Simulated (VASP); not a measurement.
# Pd (Fm-3m) in VASP: settings compared, part 2 of 2

VASP 6.6.1. The steps go on from the part before.

**3. Single point, PBE**

This run uses another cell than the first one, of 13.87 Å³/atom, 0.940 times its volume.

Contents of INCAR:

```
SYSTEM = Pd
PREC = Accurate
ENCUT = 520
EDIFF = 1E-7
ISMEAR = -1
SIGMA = 0.05
LREAL = .FALSE.
LASPH = .TRUE.
NELM = 100
ALGO = Normal
ISIF = 2
LWAVE = .FALSE.
LCHARG = .FALSE.
GGA = PE
NBANDS = 11
```

Contents of KPOINTS:

```
Automatic mesh
0
G
  12 12 12
  0 0 0
```

Contents of POSCAR:

```
Pd
1.0
    0.0000000000      1.9067643606      1.9067643606
    1.9067643606      0.0000000000      1.9067643606
    1.9067643606      1.9067643606      0.0000000000
Pd
1
Direct
    0.0000000000      0.0000000000      0.0000000000
```

Potentials or basis: VASP PAW PBE potentials, release 64 (Pd).

Launch:

```console
cat potpaw_PBE.64/Pd/POTCAR > POTCAR
mpirun -np 1 vasp_std > vasp.out
```

OUTCAR:

```text
SYSTEM = Pd
   PREC = Accurate
   ENCUT = 520
   EDIFF = 1E-7
   ISMEAR = -1
   LREAL = .FALSE.
   LASPH = .TRUE.
   NELM = 100
   ISIF = 2
   GGA = PE

 ion  position               nearest neighbor table
   1  0.000  0.000  0.000-

  LATTYP: Found a face centered cubic cell.
 ALAT       =     3.8135287212

  Lattice vectors:

 A1 = (   0.0000000000,   1.9067643606,   1.9067643606)
 A2 = (   1.9067643606,   0.0000000000,   1.9067643606)
 A3 = (   1.9067643606,   1.9067643606,   0.0000000000)

Analysis of symmetry for initial positions (statically):
[... 33 lines left out ...]
                                     Primitive cell

  volume of cell :      13.8650

  direct lattice vectors                    reciprocal lattice vectors
     0.000000000  1.906764361  1.906764361    -0.262224326  0.262224326  0.262224326
     1.906764361  0.000000000  1.906764361     0.262224326 -0.262224326  0.262224326
     1.906764361  1.906764361  0.000000000     0.262224326  0.262224326 -0.262224326

  length of vectors
     2.696572019  2.696572019  2.696572019     0.454185856  0.454185856  0.454185856

  position of ions in fractional coordinates (direct lattice)
     0.000000000  0.000000000  0.000000000

  ion indices of the primitive-cell ions
   primitive index   ion index
                 1           1

----------------------------------------------------------------------------------------

 KPOINTS: Automatic mesh

Automatic generation of k-mesh.
 Grid dimensions read from file:
 generate k-points for:   12   12   12

 Generating k-lattice:

  Cartesian coordinates                     Fractional coordinates (reciprocal lattice)
    -0.021852027  0.021852027  0.021852027     0.083333333  0.000000000  0.000000000
     0.021852027 -0.021852027  0.021852027     0.000000000  0.083333333  0.000000000
     0.021852027  0.021852027 -0.021852027     0.000000000  0.000000000  0.083333333

  Length of vectors
     0.037848821  0.037848821  0.037848821

  Shift w.r.t. Gamma in fractional coordinates (k-lattice)
     0.000000000  0.000000000  0.000000000

 Subroutine IBZKPT returns following result:
 ===========================================

 Found     72 irreducible k-points:

 Following reciprocal coordinates:
            Coordinates               Weight
  0.000000  0.000000  0.000000      1.000000
  0.083333  0.000000  0.000000      8.000000
  0.166667  0.000000  0.000000      8.000000
  0.250000  0.000000  0.000000      8.000000
  0.333333  0.000000  0.000000      8.000000
  0.416667  0.000000  0.000000      8.000000
[... 16 lines left out ...]
  0.500000  0.166667  0.000000     24.000000
 -0.416667  0.166667  0.000000     24.000000
 [... further k-points ...]
   k-points           NKPTS =     72   k-points in BZ     NKDIM =     72   number of bands    NBANDS=     11
   number of dos      NEDOS =    301   number of ions     NIONS =      1
   total plane-waves  NPLWV =   8000
   dimension x,y,z NGX =    20 NGY =   20 NGZ =   20
   dimension x,y,z NGXF=    40 NGYF=   40 NGZF=   40
   ions per type =               1
   NGX,Y,Z   is equivalent  to a cutoff of  12.33, 12.33, 12.33 a.u.
   NGXF,Y,Z  is equivalent  to a cutoff of  24.66, 24.66, 24.66 a.u.
 SYSTEM =  Pd
   PREC   = accura    normal or accurate (medium, high low for compatibility)
   ISTART =      0    job   : 0-new  1-cont  2-samecut
   ICHARG =      2    charge: 1-file 2-atom 10-const
   ISPIN  =      1    spin polarized calculation?
   LNONCOLLINEAR =      F non collinear calculations
   LSORBIT =      F    spin-orbit coupling
   LASPH  =      T    aspherical Exc in radial PAW
   ENCUT  =  520.0 eV  38.22 Ry    6.18 a.u.   5.01  5.01  5.01*2*pi/ulx,y,z
   NELM   =    100;   NELMIN=  2; NELMDL= -5     # of ELM steps
   EDIFF  = 0.1E-06   stopping-criterion for ELM
   LREAL  =      F    real-space projection
   EDIFFG = 0.1E-05   stopping-criterion for IOM
   NSW    =      0    number of steps for IOM
   IBRION =     -1    ionic relax: 0-MD 1-quasi-New 2-CG
   NFREE  =      0    steps in history (QN), initial steepest desc. (CG)
   ISIF   =      2    stress and relaxation
   ISYM   =      2    0-nonsym 1-usesym 2-fastsym
   POTIM  = 0.5000    time-step for ionic-motion
   TEBEG  =    0.0;   TEEND  =   0.0 temperature during run
   PSTRESS=    0.0 pullay stress
   NELECT =      10.0000    total number of electrons
   NUPDOWN=      -1.0000    fix difference up-down
   EMIN   =  10.00;   EMAX   =-10.00  energy-range for DOS
   EFERMI =   0.00;   METHOD = LEGACY
   ISMEAR =    -1;   SIGMA  =   0.05  broadening in eV -4-tet -1-fermi 0-gaus
   EFERMI_NEDOS =   21; number of points for ismear=-14 and -15
   IALGO  =     38    algorithm
   IMIX   =      4    mixing-type and parameters
     AMIX     =   0.40;   BMIX     =  1.00
     AMIX_MAG =   1.60;   BMIX_MAG =  1.00
  volume/ion in A,a.u.               =      13.87        93.57
  Fermi-wavevector in a.u.,A,eV,Ry     =   1.468141  2.774384 29.326520  2.155438
  Thomas-Fermi vector in A             =   2.583674
   LORBIT       =      0    0 simple, 1 ext, 2 COOP (PROOUT), +10 PAW based schemes
   GGA     = PE    functional components
   LHFCALC =     F    Hartree Fock is set to
   AEXX    =    0.0000 exact exchange contribution
   IVDW    =     0    specifies the selected vdW correction
   LEPSILON=     F    determine dielectric tensor
   LRPA    =     F    only Hartree local field effects (RPA)
 non-spin polarized calculation
  energy-cutoff  :      520.00
  volume of cell :       13.87
 maximum number of plane-waves:       388
   NGX =  9   NGY =  9   NGZ =  9

 number of electron      10.0000004 magnetization

 Free energy of the ion-electron system (eV)
  ---------------------------------------------------
  ext. energy  EPLUGINS =         0.00000000
  ---------------------------------------------------
  free energy    TOTEN  =        -5.14431760 eV

  energy without entropy =       -5.12629508  energy(sigma->0) =       -5.13530634

 E-fermi :  10.8304     XC(G=0): -13.5787

 val. band max:       10.8294931793   @ k =   0.5000   0.0000   0.0000
 cond. band min:      10.8363329663   @ k =   0.5000   0.4167   0.0833
 fundamental gap:      0.0068397871
 Fermi energy:        10.8304223971

 k-point     1 :       0.0000    0.0000    0.0000
  band No.  band energies     occupation
      1       3.2360      2.00000
      2       7.7168      2.00000
      3       7.7168      2.00000
      4       7.7168      2.00000
      5       9.4986      2.00000
      6       9.4986      2.00000
      7      28.0681      0.00000
      8      33.2058      0.00000
      9      33.2058      0.00000
     10      33.2058      0.00000
     11      36.7950      0.00000

 k-point     2 :       0.0833    0.0000    0.0000
  band No.  band energies     occupation
      1       3.5002      2.00000
      2       7.6207      2.00000
      3       7.8098      2.00000
      4       7.8098      2.00000
      5       9.4541      2.00000
      6       9.4541      2.00000
      7      28.3709      0.00000
      8      31.7035      0.00000
      9      33.5378      0.00000
     10      33.5378      0.00000
     11      36.8263      0.00000

 k-point     3 :       0.1667    0.0000    0.0000
  band No.  band energies     occupation
      1       4.2095      2.00000
      2       7.4564      2.00000
      3       7.9979      2.00000
      4       7.9979      2.00000
      5       9.4224      2.00000
      6       9.4224      2.00000
      7      28.5302      0.00000
      8      29.5191      0.00000
      9      34.4258      0.00000
     10      34.4258      0.00000
     11      36.8360      0.00000
[... 267 lines left out ...]
 k-point    23 :       0.5000    0.1667    0.0000
  band No.  band energies     occupation
      1       5.6570      2.00000
      2       7.1723      2.00000
      3       8.3263      2.00000
      4       8.4864      2.00000
      5      10.8774      0.56175
      6      14.0426      0.00000
      7      19.4248      0.00000
      8      27.6345      0.00000
      9      30.3549      0.00000
     10      30.8066      0.00000
     11      36.8468      0.00000

 k-point    24 :      -0.4167    0.1667    0.0000
  band No.  band energies     occupation
      1       5.7153      2.00000
      2       7.1809      2.00000
      3       8.2492      2.00000
      4       8.7058      2.00000
      5      10.5757      1.98782
      6      14.6116      0.00000
      7      18.9301      0.00000
      8      27.1288      0.00000
      9      30.1738      0.00000
     10      31.4583      0.00000
     11      36.8437      0.00000

 [... further k-points ...]
[... 5 lines left out ...]
  --------------------------------------------------------------------------------------
  -------------------------------------------------------------------------------------
  Total        1.8505551      1.8505551      1.8505551      0.0000000     -0.0000000      0.0000000
  in kB      213.8412737    213.8412737    213.8412737      0.0000000     -0.0000000      0.0000000
  external PRESSURE =     213.8412737 kB  Pullay stress =       0.0000000 kB

 VOLUME and BASIS-vectors are now :
 -----------------------------------------------------------------------------
  energy-cutoff  :      520.00
  volume of cell :       13.87
      direct lattice vectors                 reciprocal lattice vectors
     0.000000000  1.906764361  1.906764361    -0.262224326  0.262224326  0.262224326
     1.906764361  0.000000000  1.906764361     0.262224326 -0.262224326  0.262224326
     1.906764361  1.906764361  0.000000000     0.262224326  0.262224326 -0.262224326

 POSITION                                       TOTAL-FORCE (eV/Angst)
 -----------------------------------------------------------------------------------
      0.00000      0.00000      0.00000         0.000000     -0.000000     -0.000000
 -----------------------------------------------------------------------------------
    total drift:                               -0.000000     -0.000000     -0.000000

  FREE ENERGIE OF THE ION-ELECTRON SYSTEM (eV)
  ---------------------------------------------------
  free  energy   TOTEN  =        -5.1443175976 eV

  energy  without entropy=       -5.1262950837  energy(sigma->0) =       -5.13530634
```

Wall time 9.7 s (1 thread of AMD EPYC 7R43 (Zen 3), shared host); peak memory 0.1 GiB.

Results:

```
Free energy            : -5.1443 eV
Pressure               : 21.4 GPa
Band gap on the k mesh : zero (band 5 reaches 11.18 eV, above the bottom of band 6 at 9.42 eV)
```

**4. Single point, PBE**

Contents of INCAR:

```
PREC = Accurate
ENCUT = 520
EDIFF = 1E-6
ISMEAR = -1
SIGMA = 0.05
LREAL = F
LASPH = T
NELM = 60
ALGO = Normal
ISIF = 2
LWAVE = F
LCHARG = F
GGA = PE
NBANDS = 11
```

Contents of KPOINTS:

```
Automatic mesh
0
Gamma
  12 12 12
```

Contents of POSCAR:

```
Pd
1.0
    0.0000000000      1.9465000000      1.9465000000
    1.9465000000      0.0000000000      1.9465000000
    1.9465000000      1.9465000000      0.0000000000
Pd
1
Direct
    0.0000000000      0.0000000000      0.0000000000
```

Launch:

```console
cat potpaw_PBE.64/Pd/POTCAR > POTCAR
mpirun -np 1 vasp_std > vasp.out
```

It took 11 s on 1 thread of AMD EPYC 7R43 (Zen 3), shared host; peak memory 0.09 GiB.

Results (log left out):

* Free energy: -5.2195 eV
* Pressure: 6.6 GPa
* Band gap on the k mesh: zero (band 5 reaches 10.06 eV, above the bottom of band 6 at 8.48 eV)

Levels at points of the mesh, in eV from the Fermi level:
```csv
k point,band 1,band 2,band 3,band 4,band 5,band 6,band 7,band 8,band 9,band 10
"(0.00, 0.00, 0.00)",-7.11,-2.82,-2.82,-2.82,-1.21,-1.21,17.23,22.00,22.00,22.00
"(0.50, 0.00, 0.00)",-5.27,-2.86,-2.86,-0.01,-0.01,1.05,7.35,16.59,21.14,21.14
"(0.50, 0.50, 0.00)",-5.37,-5.08,-0.03,0.31,0.31,3.38,10.80,13.24,13.24,21.61
```

**5. Single point, PBE**

This run uses another cell than the first one, of 14.16 Å³/atom, 0.960 times its volume.

Contents of INCAR:

```
SYSTEM = Pd
PREC = Accurate ; ENCUT = 520
EDIFF = 1E-6 ; ISMEAR = -1
SIGMA = 0.05 ; LREAL = .FALSE.
LASPH = .TRUE. ; NELM = 60
ALGO = Fast ; ISIF = 2
LWAVE = .FALSE. ; LCHARG = .FALSE.
GGA = PE ; NBANDS = 11
```

Contents of KPOINTS:

```
Automatic mesh
0
G
  12 12 12
  0 0 0
```

Contents of POSCAR:

```
Pd
1.0
    0.0000000000      1.9201927211      1.9201927211
    1.9201927211      0.0000000000      1.9201927211
    1.9201927211      1.9201927211      0.0000000000
Pd
1
Direct
    0.0000000000      0.0000000000      0.0000000000
```

Potentials or basis: VASP PAW PBE potentials, release 64 (Pd).

Launch:

```console
cat potpaw_PBE.64/Pd/POTCAR > POTCAR
mpirun -np 1 vasp_std > vasp.out
```

OUTCAR:

```text
SYSTEM = Pd
   PREC = Accurate
   ENCUT = 520
   EDIFF = 1E-6
   ISMEAR = -1
   LREAL = .FALSE.
   LASPH = .TRUE.
   NELM = 60
   ISIF = 2
   GGA = PE

 ion  position               nearest neighbor table
   1  0.000  0.000  0.000-

  LATTYP: Found a face centered cubic cell.
 ALAT       =     3.8403854422

  Lattice vectors:

 A1 = (   0.0000000000,   1.9201927211,   1.9201927211)
 A2 = (   1.9201927211,   0.0000000000,   1.9201927211)
 A3 = (   1.9201927211,   1.9201927211,   0.0000000000)

Analysis of symmetry for initial positions (statically):
[... 33 lines left out ...]
                                     Primitive cell

  volume of cell :      14.1600

  direct lattice vectors                    reciprocal lattice vectors
     0.000000000  1.920192721  1.920192721    -0.260390530  0.260390530  0.260390530
     1.920192721  0.000000000  1.920192721     0.260390530 -0.260390530  0.260390530
     1.920192721  1.920192721  0.000000000     0.260390530  0.260390530 -0.260390530

  length of vectors
     2.715562589  2.715562589  2.715562589     0.451009627  0.451009627  0.451009627

  position of ions in fractional coordinates (direct lattice)
     0.000000000  0.000000000  0.000000000

  ion indices of the primitive-cell ions
   primitive index   ion index
                 1           1

----------------------------------------------------------------------------------------

 KPOINTS: Automatic mesh

Automatic generation of k-mesh.
 Grid dimensions read from file:
 generate k-points for:   12   12   12

 Generating k-lattice:

  Cartesian coordinates                     Fractional coordinates (reciprocal lattice)
    -0.021699211  0.021699211  0.021699211     0.083333333  0.000000000  0.000000000
     0.021699211 -0.021699211  0.021699211     0.000000000  0.083333333  0.000000000
     0.021699211  0.021699211 -0.021699211     0.000000000  0.000000000  0.083333333

  Length of vectors
[... 71 lines left out ...]
   EFERMI_NEDOS =   21; number of points for ismear=-14 and -15
   IALGO  =     68    algorithm
   IMIX   =      4    mixing-type and parameters
     AMIX     =   0.40;   BMIX     =  1.00
     AMIX_MAG =   1.60;   BMIX_MAG =  1.00
  volume/ion in A,a.u.               =      14.16        95.56
  Fermi-wavevector in a.u.,A,eV,Ry     =   1.457874  2.754983 28.917779  2.125397
  Thomas-Fermi vector in A             =   2.574625
   LORBIT       =      0    0 simple, 1 ext, 2 COOP (PROOUT), +10 PAW based schemes
   GGA     = PE    functional components
   LHFCALC =     F    Hartree Fock is set to
   AEXX    =    0.0000 exact exchange contribution
   IVDW    =     0    specifies the selected vdW correction
   LEPSILON=     F    determine dielectric tensor
   LRPA    =     F    only Hartree local field effects (RPA)
 non-spin polarized calculation
 RMM-DIIS sequential band-by-band and
  energy-cutoff  :      520.00
  volume of cell :       14.16
 maximum number of plane-waves:       392
   NGX =  9   NGY =  9   NGZ =  9

 number of electron      10.0000005 magnetization

 Free energy of the ion-electron system (eV)
  ---------------------------------------------------
  ext. energy  EPLUGINS =         0.00000000
  ---------------------------------------------------
  free energy    TOTEN  =        -5.17863895 eV

  energy without entropy =       -5.16003197  energy(sigma->0) =       -5.16933546

 E-fermi :  10.4526     XC(G=0): -13.4449

 val. band max:       10.4505174098   @ k =  -0.4167   0.4167   0.1667
 cond. band min:      10.4573446104   @ k =  -0.3333   0.4167   0.0833
 fundamental gap:      0.0068272006
 Fermi energy:        10.4525811210

 k-point     1 :       0.0000    0.0000    0.0000
  band No.  band energies     occupation
      1       3.0281      2.00000
      2       7.4436      2.00000
      3       7.4436      2.00000
      4       7.4436      2.00000
      5       9.1650      2.00000
      6       9.1650      2.00000
      7      27.6927      0.00000
      8      32.7075      0.00000
      9      32.7075      0.00000
     10      32.7075      0.00000
     11      38.0512      0.00000
[... 309 lines left out ...]
 k-point    24 :      -0.4167    0.1667    0.0000
  band No.  band energies     occupation
      1       5.4974      2.00000
      2       6.9295      2.00000
      3       7.9611      2.00000
      4       8.4055      2.00000
      5      10.2062      1.98563
      6      14.1876      0.00000
      7      18.3862      0.00000
      8      26.6098      0.00000
      9      29.6476      0.00000
     10      30.8435      0.00000
     11      38.3246      0.00000

 [... further k-points ...]
[... 5 lines left out ...]
  --------------------------------------------------------------------------------------
  -------------------------------------------------------------------------------------
  Total        1.4033448      1.4033448      1.4033448      0.0000000      0.0000000      0.0000000
  in kB      158.7853802    158.7853802    158.7853802      0.0000000      0.0000000      0.0000000
  external PRESSURE =     158.7853802 kB  Pullay stress =       0.0000000 kB

 VOLUME and BASIS-vectors are now :
 -----------------------------------------------------------------------------
  energy-cutoff  :      520.00
  volume of cell :       14.16
      direct lattice vectors                 reciprocal lattice vectors
     0.000000000  1.920192721  1.920192721    -0.260390530  0.260390530  0.260390530
     1.920192721  0.000000000  1.920192721     0.260390530 -0.260390530  0.260390530
     1.920192721  1.920192721  0.000000000     0.260390530  0.260390530 -0.260390530

 POSITION                                       TOTAL-FORCE (eV/Angst)
 -----------------------------------------------------------------------------------
      0.00000      0.00000      0.00000        -0.000000     -0.000000     -0.000000
 -----------------------------------------------------------------------------------
    total drift:                               -0.000000     -0.000000     -0.000000

  FREE ENERGIE OF THE ION-ELECTRON SYSTEM (eV)
  ---------------------------------------------------
  free  energy   TOTEN  =        -5.1786389506 eV

  energy  without entropy=       -5.1600319678  energy(sigma->0) =       -5.16933546
```

stdout:

```text
POSCAR found type information on POSCAR Pd
 POSCAR found :  1 types and       1 ions
 scaLAPACK will be used
 LDA part: xc-table for (Slater+PW92), standard interpolation
 POSCAR, INCAR and KPOINTS ok, starting setup
 FFT: planning ... GRIDC
 FFT: planning ... GRID_SOFT
 FFT: planning ... GRID
 WAVECAR not read
 entering main loop
```

It took 14 s on 1 thread of AMD EPYC 7R43 (Zen 3), shared host; peak memory 0.09 GiB.

What came out:

```
Free energy            : -5.1786 eV
Pressure               : 15.9 GPa
Band gap on the k mesh : zero (band 5 reaches 10.79 eV, above the bottom of band 6 at 9.09 eV)
```

**6. Summary**

```csv
level,cell,gap on the mesh (eV),pressure (GPa)
PBEsol+D3(BJ),"a = 2.753 Å, angles 60.0°, 1 atom",none,-10.1
PBE,"a = 2.697 Å, angles 60.0°, 1 atom",none,21.4
PBE,"a = 2.753 Å, angles 60.0°, 1 atom",none,6.6
PBE,"a = 2.716 Å, angles 60.0°, 1 atom",none,15.9
```

Alike in all rows: task single point; potentials or basis VASP PAW PBE potentials, release 64 (Pd); no spin polarisation; k mesh 12 × 12 × 12; cutoff (eV) 520; smearing fermi-dirac 0.05 eV.

Caveats: the PAW data sets were made with another functional, which shifts forces and pressure a little (some runs); pairwise dispersion overbinds metals, which lowers pressure and volume (some runs).

Absolute energies hang on the potentials; compare differences alone.
